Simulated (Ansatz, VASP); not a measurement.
TiB6 in VASP and in Ansatz

```
Ti B
1.0
     5.40406    0.00000    0.00000
    -2.70203    4.68006    0.00000
     0.00000    0.00000    2.50370
Ti B
1 6
Direct
  0.00000 0.00000 0.50000
  0.34741 0.34741 0.00000
  0.00000 0.65259 0.00000
  0.65259 0.00000 0.00000
  0.00000 0.34741 0.00000
  0.65259 0.65259 0.00000
  0.34741 0.00000 0.00000
```

Alike in both runs: task relaxation of cell and atoms; functional PBE; dispersion D3(BJ); k mesh 9 × 9 × 14; occupations gaussian, width 0.1 eV; no spin polarisation.

|  | VASP | Ansatz |
| --- | --- | --- |
| version | VASP 6.6.1 | Ansatz 0.2.0 |
| potentials or method | VASP PAW PBE potentials, release 64 (Ti_sv, B), cutoff 600 eV | scalar-relativistic, plane waves, PAW |
| valence electrons in the cell | 30 | 30 |

```tsv
	VASP	Ansatz	Ansatz less VASP
gap on the k mesh at the Fermi level, each at its own relaxed structure (eV)	none	none	-
relaxed volume (Å³/atom)	9.08	9.08	+0.002
relaxed cell length with the largest relative difference (Å)	2.524	2.524	+0.0007
```

A gap of «none» marks a metal or a gap that the smearing closes.
